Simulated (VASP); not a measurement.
CdS:

```
Cd S
1.0
     0.00000    2.72678    2.72678
     2.72678    0.00000    2.72678
     2.72678    2.72678    0.00000
Cd S
1 1
Direct
  0.00000 0.00000 0.00000
  0.50000 0.50000 0.50000
```

Base run:

| Property | Result |
| --- | --- |
| Program | VASP 6.6.1 |
| Functional | r2SCAN |
| Potentials or basis | VASP PAW PBE potentials, release 64 (Cd, S) |
| Cutoff | 520 eV |
| k mesh | 6 × 6 × 6 |
| Occupations | gaussian, width 0.01 eV |
| Spin | no spin polarisation |

Its results: band gap on the k mesh 0.73 eV, indirect (least direct gap 2.35 eV); pressure 0.5 GPa.

Question: The run is repeated on the same cell with these changes: functional from r2SCAN to PBE; further incar settings from ALGO = Normal; EDIFF = 1e-07; NBANDS = 16 to ALGO = Normal; EDIFF = 1e-06; NBANDS = 16. What comes out?

Answer: Band gap on the k mesh 0.25 eV, indirect (least direct gap 1.72 eV); pressure 2.2 GPa.

Caveats: the PAW data sets were made with another functional, which shifts forces and pressure a little (some runs).

A k mesh can miss the band edges.
